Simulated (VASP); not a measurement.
# Si (I4_1/amd) in VASP: further runs, part 2 of 2

VASP 6.6.1. Earlier steps stand in the parts before.

**4. Single point, LDA (equal xx and yy strain of +2 %)**

File INCAR:

```
PREC     = Accurate       # precision mode
ENCUT    = 520            # plane-wave cutoff, eV
EDIFF    = 1E-7           # SCF threshold, eV
ISMEAR   = -1             # smearing method
SIGMA    = 0.08           # smearing width, eV
LREAL    = F              # projectors in reciprocal space
LASPH    = T              # aspherical terms in the spheres
NELM     = 60             # most SCF steps
ALGO     = Normal         # electronic algorithm
ISIF     = 2              # what is computed and relaxed
LWAVE    = F              # write WAVECAR
LCHARG   = F              # write CHGCAR
NBANDS   = 11             # bands
```

File KPOINTS:

```
regular mesh
0
Gamma
  11 11 11
```

File POSCAR:

```
Si
1.0
    0.0000000000      2.7697794000      2.7154700000
    2.7697794000      0.0000000000      2.7154700000
    2.7697794000      2.7697794000      0.0000000000
Si
2
Direct
    0.5000000000      0.5000000000      0.5000000000
    0.7500000000      0.7500000000      0.7500000000
```

Potentials or basis: VASP PAW LDA potentials, release 64 (Si).

Launch:

```
> cat potpaw_LDA.64/Si/POTCAR > POTCAR
> mpirun -np 1 vasp_std > vasp.out
```

OUTCAR:

```text
PREC = Accurate
   ENCUT = 520
   EDIFF = 1E-7
   ISMEAR = -1
   LREAL = F
   LASPH = T
   NELM = 60
   ISIF = 2

 ion  position               nearest neighbor table
   1  0.500  0.500  0.500-   2 2.38   2 2.38   2 2.38   2 2.38
   2  0.750  0.750  0.750-   1 2.38   1 2.38   1 2.38   1 2.38

  LATTYP: Found a body centered tetragonal cell.
 ALAT       =     3.9170595923
 C/A-ratio  =     1.3864838847

  Lattice vectors:

 A1 = (   0.0000000000,  -2.7697794000,  -2.7154700000)
 A2 = (   0.0000000000,   2.7697794000,  -2.7154700000)
 A3 = (   2.7697794000,   0.0000000000,   2.7154700000)

Analysis of symmetry for initial positions (statically):
=====================================================================
 Subroutine PRICEL returns:
 Original cell was already a primitive cell.

 Routine SETGRP: Setting up the symmetry group for a
 body centered tetragonal supercell.

 Subroutine GETGRP returns: Found 16 space group operations
 (whereof  8 operations were pure point group operations)
 out of a pool of 16 trial point group operations.

The static configuration has the point symmetry D_2d.
 The point group associated with its full space group is D_4h.

Analysis of symmetry for dynamics (positions and initial velocities):
=====================================================================
 Subroutine PRICEL returns:
 Original cell was already a primitive cell.

 Routine SETGRP: Setting up the symmetry group for a
 body centered tetragonal supercell.

 Subroutine GETGRP returns: Found 16 space group operations
 (whereof  8 operations were pure point group operations)
 out of a pool of 16 trial point group operations.

The dynamic configuration has the point symmetry D_2d.
 The point group associated with its full space group is D_4h.

 Subroutine INISYM returns: Found 16 space group operations
 (whereof  8 operations are pure point group operations),
 and found     1 'primitive' translations

[... 116 lines left out ...]
  Fermi-wavevector in a.u.,A,eV,Ry     =   0.944459  1.784768 12.136431  0.892003
  Thomas-Fermi vector in A             =   2.072266
   LORBIT       =      0    0 simple, 1 ext, 2 COOP (PROOUT), +10 PAW based schemes
   GGA     = CA    functional components
   LHFCALC =     F    Hartree Fock is set to
   AEXX    =    0.0000 exact exchange contribution
   IVDW    =     0    specifies the selected vdW correction
   LEPSILON=     F    determine dielectric tensor
   LRPA    =     F    only Hartree local field effects (RPA)
 non-spin polarized calculation
  energy-cutoff  :      520.00
  volume of cell :       41.66
 maximum number of plane-waves:      1142
 NGX is ok and might be reduce to    30
   NGX = 15   NGY = 15   NGZ = 15

 number of electron       8.0000001 magnetization

 Free energy of the ion-electron system (eV)
  ---------------------------------------------------
  ext. energy  EPLUGINS =         0.00000000
  ---------------------------------------------------
  free energy    TOTEN  =       -11.88191478 eV

  energy without entropy =      -11.88144584  energy(sigma->0) =      -11.88168031

 E-fermi :   5.6201     XC(G=0):  -9.4576

 val. band max:        5.4606788459   @ k =   0.0000   0.0000   0.0000
 cond. band min:       5.8218473518   @ k =   0.4545   0.4545   0.0000
 fundamental gap:      0.3611685059
 Fermi energy:         5.6201113219

 k-point     1 :       0.0000    0.0000    0.0000
  band No.  band energies     occupation
      1      -6.3188      2.00000
      2       5.3280      1.94938
      3       5.3280      1.94938
      4       5.4607      1.76010
      5       7.8311      0.00000
      6       7.9040      0.00000
      7       7.9040      0.00000
      8       8.1282      0.00000
      9      12.8838      0.00000
     10      12.9038      0.00000
     11      13.2462      0.00000
[... 309 lines left out ...]
 k-point    24 :      -0.1818    0.1818    0.0000
  band No.  band energies     occupation
      1      -5.2446      2.00000
      2       1.3534      2.00000
      3       2.8429      2.00000
      4       4.6192      1.99999
      5       8.0763      0.00000
      6       9.0357      0.00000
      7       9.3626      0.00000
      8      10.8182      0.00000
      9      11.3894      0.00000
     10      14.8413      0.00000
     11      15.6381      0.00000

 [... further k-points ...]
[... 5 lines left out ...]
  --------------------------------------------------------------------------------------
  -------------------------------------------------------------------------------------
  Total       -1.3932047     -1.3932047     -0.9205173      0.0000000      0.0000000      0.0000000
  in kB      -53.5747481    -53.5747481    -35.3978733      0.0000000      0.0000000      0.0000000
  external PRESSURE =     -47.5157898 kB  Pullay stress =       0.0000000 kB

 VOLUME and BASIS-vectors are now :
 -----------------------------------------------------------------------------
  energy-cutoff  :      520.00
  volume of cell :       41.66
      direct lattice vectors                 reciprocal lattice vectors
     0.000000000  2.769779400  2.715470000    -0.180519792  0.180519792  0.184130187
     2.769779400  0.000000000  2.715470000     0.180519792 -0.180519792  0.184130187
     2.769779400  2.769779400  0.000000000     0.180519792  0.180519792 -0.184130187

 POSITION                                       TOTAL-FORCE (eV/Angst)
 -----------------------------------------------------------------------------------
      2.76978      2.76978      2.71547         0.000000      0.000000      0.000000
      4.15467      4.15467      4.07320        -0.000000     -0.000000     -0.000000
 -----------------------------------------------------------------------------------
    total drift:                                0.000000     -0.000000     -0.000000

  FREE ENERGIE OF THE ION-ELECTRON SYSTEM (eV)
  ---------------------------------------------------
  free  energy   TOTEN  =       -11.8819147757 eV

  energy  without entropy=      -11.8814458427  energy(sigma->0) =      -11.88168031
```

Run time: 38 s. Hardware: 1 thread of Intel Xeon 6975P-C, shared host; peak memory 0.17 GiB.

Results:

```yaml
Free_energy: -11.8819 eV
Pressure: -4.8 GPa
Band_gap_on_the_k_mesh: 0.36 eV, indirect (least direct gap 2.35 eV)
```

Stress tensor (GPa, compression positive):
```
-5.36  0.00  0.00
 0.00 -5.36  0.00
 0.00  0.00 -3.54
```

Caveat: the cell differs from its parent crystal (equal xx and yy strain of +2 %).

**5. Overview**

| cell | gap on the mesh (eV) | pressure (GPa) |
| --- | --- | --- |
| a = 3.783, b = 3.783, c = 3.725 Å, angles 60.5, 60.5, 59.0°, 2 atoms | 0.21 | 4.8 |
| a = 3.821, b = 3.821, c = 3.802 Å, angles 60.2, 60.2, 59.7°, 2 atoms | 0.40 | 0.4 |
| a = 3.879, b = 3.879, c = 3.917 Å, angles 59.7, 59.7, 60.7°, 2 atoms | 0.36 | -4.8 |

Alike in all rows: task single point; level LDA; potentials or basis VASP PAW LDA potentials, release 64 (Si); no spin polarisation; k mesh 11 × 11 × 11; cutoff (eV) 520; smearing fermi-dirac 0.08 eV.

Absolute energies hang on the potentials; compare differences alone.
